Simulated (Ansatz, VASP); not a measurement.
BaF2: VASP beside Ansatz

```
CELL_PARAMETERS angstrom
0.00000 3.06904 3.06904
3.06904 0.00000 3.06904
3.06904 3.06904 0.00000
ATOMIC_POSITIONS crystal
Ba 0.00000 0.00000 0.00000
F 0.25000 0.25000 0.25000
F 0.75000 0.75000 0.75000
```

Alike in both runs: functional PBEsol; k mesh 6 × 6 × 6; occupations gaussian, width 0.02 eV; no spin polarisation.

Ansatz relaxed the structure, and its values are those at the end. VASP's run is a single point on that final structure, the one shown.

|  | VASP | Ansatz |
| --- | --- | --- |
| version | VASP 6.6.1 | Ansatz 0.2.0 |
| potentials or method | VASP PAW PBE potentials, release 64 (Ba_sv, F), cutoff 600 eV | scalar-relativistic, plane waves, PAW |
| valence electrons in the cell | 24 | 24 |

```tsv
	VASP	Ansatz	Ansatz less VASP
gap on the k mesh at the Fermi level (eV)	6.77	6.86	+0.086
least direct gap on the mesh (eV)	6.85	6.95	+0.099
pressure (GPa)	1.2	0.0	-1.21
```

VASP's potentials were made for PBE, not for PBEsol.

Neither program's run includes spin-orbit coupling.
